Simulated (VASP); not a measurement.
# Au (P6_3/mmc) in VASP: relaxation of cell and atoms with PBE

Aim: the relaxation of cell and atoms of Au with PBE.

All numbers are computed with VASP 6.6.1; they aren't measurements. Logs are shortened: lines on timing, memory, paths and dates and some standing lists are left out, and cuts for length are marked.

## (1) The cell of the first run

Symmetry: P6_3/mmc, No. 194, hexagonal system. The conventional cell has a = 5.622 Å, b = 5.622 Å, c = 4.627 Å, α = 90.00°, β = 90.00°, γ = 120.00°. Within 3.6 Å of Au (site symmetry mm2) lie 8 Au at 2.75 to 2.87 Å.

The cell was built from a structure type or drawn by symmetry, and may not be a known phase.

## (2) Relaxation of cell and atoms, PBE

Input file INCAR:

```
SYSTEM = Au
  PREC = Accurate
  ENCUT = 500
  EDIFF = 1E-7
  ISMEAR = 0
  SIGMA = 0.1
  LREAL = .FALSE.
  LASPH = .TRUE.
  NELM = 120
  ALGO = Normal
  ISIF = 3
  LWAVE = .FALSE.
  LCHARG = .FALSE.
  GGA = PE
  IBRION = 2
  NSW = 100
  EDIFFG = -0.01
  GGA_COMPAT = .FALSE.
  NELMIN = 4
```

Input file KPOINTS:

```
Automatic mesh
0
G
  12 12 8
  0 0 0
```

Input file POSCAR:

```
Au
1.0
    5.6219862818      0.0000000000      0.0000000000
   -2.8109931409      4.8687829398      0.0000000000
    0.0000000000      0.0000000000      4.6274843729
Au
6
Direct
    0.8298013045      0.1701986955      0.2500000000
    0.8298013045      0.6596026090      0.2500000000
    0.3403973910      0.1701986955      0.2500000000
    0.1701986955      0.8298013045      0.7500000000
    0.1701986955      0.3403973910      0.7500000000
    0.6596026090      0.8298013045      0.7500000000
```

Potentials or basis: VASP PAW PBE potentials, release 64 (Au).

Command:

```
$ cat potpaw_PBE.64/Au/POTCAR > POTCAR
$ mpirun -np 1 vasp_std > vasp.out
```

OUTCAR:

```text
SYSTEM = Au
   PREC = Accurate
   ENCUT = 500
   EDIFF = 1E-7
   ISMEAR = 0
   LREAL = .FALSE.
   LASPH = .TRUE.
   NELM = 120
   ISIF = 3
   GGA = PE
   IBRION = 2
   NSW = 100
   EDIFFG = -0.01
   NELMIN = 4

 ion  position               nearest neighbor table
   1  0.830  0.170  0.250-   3 2.75   2 2.75   5 2.85   5 2.85   6 2.85   6 2.85   3 2.87   2 2.87

   2  0.830  0.660  0.250-   1 2.75   3 2.75   4 2.85   4 2.85   6 2.85   6 2.85   3 2.87   1 2.87

   3  0.340  0.170  0.250-   1 2.75   2 2.75   5 2.85   5 2.85   4 2.85   4 2.85   1 2.87   2 2.87

   4  0.170  0.830  0.750-   6 2.75   5 2.75   2 2.85   2 2.85   3 2.85   3 2.85   6 2.87   5 2.87

   5  0.170  0.340  0.750-   4 2.75   6 2.75   1 2.85   1 2.85   3 2.85   3 2.85   4 2.87   6 2.87

   6  0.660  0.830  0.750-   4 2.75   5 2.75   2 2.85   2 2.85   1 2.85   1 2.85   4 2.87   5 2.87

  LATTYP: Found a hexagonal cell.
 ALAT       =     5.6219862818
 C/A-ratio  =     0.8231048852

  Lattice vectors:

 A1 = (   5.6219862818,   0.0000000000,   0.0000000000)
 A2 = (  -2.8109931409,   4.8687829398,   0.0000000000)
 A3 = (   0.0000000000,   0.0000000000,   4.6274843729)

Analysis of symmetry for initial positions (statically):
=====================================================================
 Subroutine PRICEL returns:
 Original cell was already a primitive cell.

 Routine SETGRP: Setting up the symmetry group for a
 hexagonal supercell.

 Subroutine GETGRP returns: Found 24 space group operations
 (whereof 12 operations were pure point group operations)
 out of a pool of 24 trial point group operations.

The static configuration has the point symmetry D_3d.
 The point group associated with its full space group is D_6h.

Analysis of symmetry for dynamics (positions and initial velocities):
=====================================================================
 Subroutine PRICEL returns:
 Original cell was already a primitive cell.

 Routine SETGRP: Setting up the symmetry group for a
 hexagonal supercell.

 Subroutine GETGRP returns: Found 24 space group operations
 (whereof 12 operations were pure point group operations)
 out of a pool of 24 trial point group operations.

The dynamic configuration has the point symmetry D_3d.
 The point group associated with its full space group is D_6h.

 Subroutine INISYM returns: Found 24 space group operations
 (whereof 12 operations are pure point group operations),
 and found     1 'primitive' translations

----------------------------------------------------------------------------------------

                                     Primitive cell

  volume of cell :     126.6646

  direct lattice vectors                    reciprocal lattice vectors
     5.621986282  0.000000000  0.000000000     0.177873077  0.102695069  0.000000000
    -2.810993141  4.868782940  0.000000000     0.000000000  0.205390138  0.000000000
     0.000000000  0.000000000  4.627484373     0.000000000  0.000000000  0.216100135

  length of vectors
     5.621986282  5.621986282  4.627484373     0.205390138  0.205390138  0.216100135

  position of ions in fractional coordinates (direct lattice)
     0.829801305  0.170198695  0.250000000
     0.829801305  0.659602609  0.250000000
     0.340397391  0.170198695  0.250000000
     0.170198695  0.829801305  0.750000000
     0.170198695  0.340397391  0.750000000
     0.659602609  0.829801305  0.750000000

  ion indices of the primitive-cell ions
   primitive index   ion index
                 1           1
                 2           2
                 3           3
                 4           4
                 5           5
                 6           6

----------------------------------------------------------------------------------------

 KPOINTS: Automatic mesh

Automatic generation of k-mesh.
 Grid dimensions read from file:
 generate k-points for:   12   12    8

 Generating k-lattice:

  Cartesian coordinates                     Fractional coordinates (reciprocal lattice)
     0.014822756  0.008557922  0.000000000     0.083333333  0.000000000  0.000000000
     0.000000000  0.017115845  0.000000000     0.000000000  0.083333333  0.000000000
     0.000000000  0.000000000  0.027012517     0.000000000  0.000000000  0.125000000

  Length of vectors
     0.017115845  0.017115845  0.027012517

  Shift w.r.t. Gamma in fractional coordinates (k-lattice)
     0.000000000  0.000000000  0.000000000

 Subroutine IBZKPT returns following result:
 ===========================================

 Found     95 irreducible k-points:

 Following reciprocal coordinates:
            Coordinates               Weight
  0.000000  0.000000  0.000000      1.000000
  0.083333 -0.000000  0.000000      6.000000
  0.166667  0.000000  0.000000      6.000000
  0.250000  0.000000  0.000000      6.000000
  0.333333  0.000000  0.000000      6.000000
  0.416667  0.000000  0.000000      6.000000
[... 16 lines left out ...]
  0.250000  0.000000  0.125000     12.000000
  0.333333  0.000000  0.125000     12.000000
 [... further k-points ...]
   k-points           NKPTS =     95   k-points in BZ     NKDIM =     95   number of bands    NBANDS=     39
   number of dos      NEDOS =    301   number of ions     NIONS =      6
   total plane-waves  NPLWV =  63504
   dimension x,y,z NGX =    42 NGY =   42 NGZ =   36
   dimension x,y,z NGXF=    84 NGYF=   84 NGZF=   72
   ions per type =               6
   NGX,Y,Z   is equivalent  to a cutoff of  12.42, 12.42, 12.93 a.u.
   NGXF,Y,Z  is equivalent  to a cutoff of  24.84, 24.84, 25.87 a.u.
 SYSTEM =  Au
   PREC   = accura    normal or accurate (medium, high low for compatibility)
   ISTART =      0    job   : 0-new  1-cont  2-samecut
   ICHARG =      2    charge: 1-file 2-atom 10-const
   ISPIN  =      1    spin polarized calculation?
   LNONCOLLINEAR =      F non collinear calculations
   LSORBIT =      F    spin-orbit coupling
   LASPH  =      T    aspherical Exc in radial PAW
   ENCUT  =  500.0 eV  36.75 Ry    6.06 a.u.  10.25 10.25  8.44*2*pi/ulx,y,z
   NELM   =    120;   NELMIN=  4; NELMDL= -5     # of ELM steps
   EDIFF  = 0.1E-06   stopping-criterion for ELM
   LREAL  =      F    real-space projection
   EDIFFG = -.1E-01   stopping-criterion for IOM
   NSW    =    100    number of steps for IOM
   IBRION =      2    ionic relax: 0-MD 1-quasi-New 2-CG
   NFREE  =      1    steps in history (QN), initial steepest desc. (CG)
   ISIF   =      3    stress and relaxation
   ISYM   =      2    0-nonsym 1-usesym 2-fastsym
   POTIM  = 0.5000    time-step for ionic-motion
   TEBEG  =    0.0;   TEEND  =   0.0 temperature during run
   PSTRESS=    0.0 pullay stress
   NELECT =      66.0000    total number of electrons
   NUPDOWN=      -1.0000    fix difference up-down
   EMIN   =  10.00;   EMAX   =-10.00  energy-range for DOS
   EFERMI =   0.00;   METHOD = LEGACY
   ISMEAR =     0;   SIGMA  =   0.10  broadening in eV -4-tet -1-fermi 0-gaus
   EFERMI_NEDOS =   21; number of points for ismear=-14 and -15
   IALGO  =     38    algorithm
   IMIX   =      4    mixing-type and parameters
     AMIX     =   0.40;   BMIX     =  1.00
     AMIX_MAG =   1.60;   BMIX_MAG =  1.00
  volume/ion in A,a.u.               =      21.11       142.46
  Fermi-wavevector in a.u.,A,eV,Ry     =   1.317360  2.489449 23.612054  1.735437
  Thomas-Fermi vector in A             =   2.447406
   LORBIT       =      0    0 simple, 1 ext, 2 COOP (PROOUT), +10 PAW based schemes
   GGA     = PE    functional components
   LHFCALC =     F    Hartree Fock is set to
   AEXX    =    0.0000 exact exchange contribution
   IVDW    =     0    specifies the selected vdW correction
   LEPSILON=     F    determine dielectric tensor
   LRPA    =     F    only Hartree local field effects (RPA)
 conjugate gradient relaxation of ions
 non-spin polarized calculation
 Gauss-broadening in eV      SIGMA  =   0.10
  energy-cutoff  :      500.00
  volume of cell :      126.66
 maximum number of plane-waves:      3241
 NGX is ok and might be reduce to    42
   NGX = 21   NGY = 21   NGZ = 17

--------------------------------------- Ionic step        1  -------------------------------------------

 number of electron      65.9999997 magnetization

 Free energy of the ion-electron system (eV)
  ---------------------------------------------------
  ext. energy  EPLUGINS =         0.00000000
  ---------------------------------------------------
  free energy    TOTEN  =       -18.44536280 eV

  energy without entropy =      -18.43859926  energy(sigma->0) =      -18.44198103

------------------------ aborting loop because EDIFF is reached ----------------------------------------

  FORCE on cell =-STRESS in cart. coord.  units (eV):
  Direction    XX          YY          ZZ          XY          YZ          ZX
  --------------------------------------------------------------------------------------
  -------------------------------------------------------------------------------------
  Total        0.0051614      0.0051614     -0.3143318     -0.0000000     -0.0000000      0.0000000
  in kB        0.0652861      0.0652861     -3.9759760     -0.0000000     -0.0000000      0.0000000
  external PRESSURE =      -1.2818013 kB  Pullay stress =       0.0000000 kB
[... 105 lines left out ...]
  energy  without entropy=      -18.4394400613  energy(sigma->0) =      -18.44279489

--------------------------------------- Ionic step        4  -------------------------------------------

 number of electron      65.9999998 magnetization

 Free energy of the ion-electron system (eV)
  ---------------------------------------------------
  ext. energy  EPLUGINS =         0.00000000
  ---------------------------------------------------
  free energy    TOTEN  =       -18.44616638 eV

  energy without entropy =      -18.43950119  energy(sigma->0) =      -18.44283378

 E-fermi :   6.1172     XC(G=0): -11.2437

 val. band max:        6.0830451685   @ k =   0.1667   0.1667   0.2500
 cond. band min:       6.1182195191   @ k =   0.3333   0.0000   0.2500
 fundamental gap:      0.0351743506
 Fermi energy:         6.1172395764

 k-point     1 :       0.0000    0.0000    0.0000
  band No.  band energies     occupation
      1      -1.9427      2.00000
      2       0.0162      2.00000
      3       0.3899      2.00000
      4       0.4659      2.00000
      5       0.7068      2.00000
      6       0.7068      2.00000
[... 997 lines left out ...]
     38      11.2340      0.00000
     39      12.4357      0.00000

 [... further k-points ...]

------------------------ aborting loop because EDIFF is reached ----------------------------------------

  FORCE on cell =-STRESS in cart. coord.  units (eV):
  Direction    XX          YY          ZZ          XY          YZ          ZX
  --------------------------------------------------------------------------------------
  -------------------------------------------------------------------------------------
  Total       -0.0480486     -0.0480486     -0.0469707     -0.0000000     -0.0000000      0.0000000
  in kB       -0.6082223     -0.6082223     -0.5945777     -0.0000000     -0.0000000      0.0000000
  external PRESSURE =      -0.6036741 kB  Pullay stress =       0.0000000 kB
[... 21 lines left out ...]
  FREE ENERGIE OF THE ION-ELECTRON SYSTEM (eV)
  ---------------------------------------------------
  free  energy   TOTEN  =       -18.4461663786 eV

  energy  without entropy=      -18.4395011872  energy(sigma->0) =      -18.44283378

 reached required accuracy - stopping structural energy minimisation
```

Run time: 11 min. Hardware: 1 thread of Intel Xeon Platinum 8559C (Emerald Rapids), shared host; peak memory 0.46 GiB.

Results:

| Property | Result |
| --- | --- |
| Free energy | -18.4462 eV |
| Relaxed volume | 21.09 Å³/atom |
| Relaxed cell | a = 5.626 Å, b = 5.626 Å, c = 4.618 Å, α = 90.00°, β = 90.00°, γ = 120.00° |
| Space group after relaxing (to 0.1 Å) | P6_3/mmc (No. 194) |
| Energy gained by relaxing | 0.1 meV/atom |
| Ionic steps | 4 |
| Pressure after relaxing | -0.1 GPa |
| Largest force after relaxing | 0.006 eV/Å |
| Band gap on the k mesh | zero (bands 33 and 34 overlap by 2.72 eV) |

Forces on the atoms (eV/Å):
```
Au  -0.005  0.003  0.000
Au   0.000 -0.006  0.000
Au   0.005  0.003  0.000
Au   0.005 -0.003  0.000
Au   0.000  0.006  0.000
Au  -0.005 -0.003  0.000
```

The path:
```tsv
step	energy change (eV)	largest force (eV/Å)	pressure (GPa)	volume (Å³)
1	0.0000	0.0641	-0.13	126.66
2	-0.0007	0.0174	0.13	126.35
3	-0.0008	0.0001	0.07	126.42
4	-0.0008	0.0063	-0.06	126.57
```

Final structure:
```yaml
crystal:
  lattice:
    - [5.62570, 0.00000, 0.00000]
    - [-2.81285, 4.87200, 0.00000]
    - [0.00000, 0.00000, 4.61791]
  atoms:
    - { symbol: Au, position: [0.83007, 0.16993, 0.25000] }
    - { symbol: Au, position: [0.83007, 0.66014, 0.25000] }
    - { symbol: Au, position: [0.33986, 0.16993, 0.25000] }
    - { symbol: Au, position: [0.16993, 0.83007, 0.75000] }
    - { symbol: Au, position: [0.16993, 0.33986, 0.75000] }
    - { symbol: Au, position: [0.66014, 0.83007, 0.75000] }
```

Caveat: spin-orbit coupling is left out, which moves the levels of the heavy elements.
